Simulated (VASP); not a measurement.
Crystal: Yb.

```
Yb
1.0
     0.00000    2.74310    2.74310
     2.74310    0.00000    2.74310
     2.74310    2.74310    0.00000
Yb
1
Direct
  0.00000 0.00000 0.00000
```

Base run:

- Program: VASP 6.6.1
- Functional: PBEsol
- Potentials or basis: VASP PAW PBE potentials, release 64 (Yb)
- Cutoff: 520 eV
- k mesh: 8 × 8 × 8
- Occupations: gaussian, width 0.1 eV
- Spin: collinear spin, ferromagnetic start
- Starting moments: [1.0] μB

Its results: band gap on the k mesh zero (filled and empty bands overlap); pressure 3.1 GPa; net moment -0.01 μB per cell.

Problem. The run is repeated on the same cell with these changes: further incar settings from ALGO = Fast; EDIFF = 1e-06; NBANDS = 22 to ALGO = Normal; EDIFF = 1e-06; NBANDS = 22. What comes out?

Solution. Band gap on the k mesh zero (filled and empty bands overlap); pressure -2.9 GPa; net moment 0.00 μB per cell.

Caveats: the PAW data sets were made with another functional, which shifts forces and pressure a little; spin-orbit coupling is left out, which moves the levels of the heavy elements.
